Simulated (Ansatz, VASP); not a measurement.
## One calculation of AgCl, two programs

```
CELL_PARAMETERS angstrom
0.00000 2.81784 3.31069
2.81784 0.00000 3.31069
2.81784 2.81784 0.00000
ATOMIC_POSITIONS crystal
Ag 0.00000 0.00000 0.00000
Cl 0.25000 0.25000 0.25000
```

Change from the starting cell: epitaxial_xy strain -5.9%.

Alike in both runs: task single point; functional PBE; k mesh 8 × 8 × 8; occupations fermi-dirac, width 0.02 eV; no spin polarisation.

|  | VASP | Ansatz |
| --- | --- | --- |
| version | VASP 6.6.1 | Ansatz 0.2.0 |
| potentials or method | VASP PAW PBE potentials, release 64 (Ag, Cl) | plane waves, PAW |
| plane-wave cutoff (eV) | 520 | 420 |
| valence electrons in the cell | 18 | 26 |

```csv
,VASP,Ansatz,Ansatz less VASP
gap on the k mesh at the Fermi level (eV),1.18,1.18,+0.001
pressure (GPa),1.3,1.4,+0.11
"traceless stress, the component that is largest in VASP (GPa)",-0.27,-0.27,+0.008
```

VASP's potentials hold 18 valence electrons a cell and Ansatz's 26, so a difference there can come from the potentials and not from the codes.
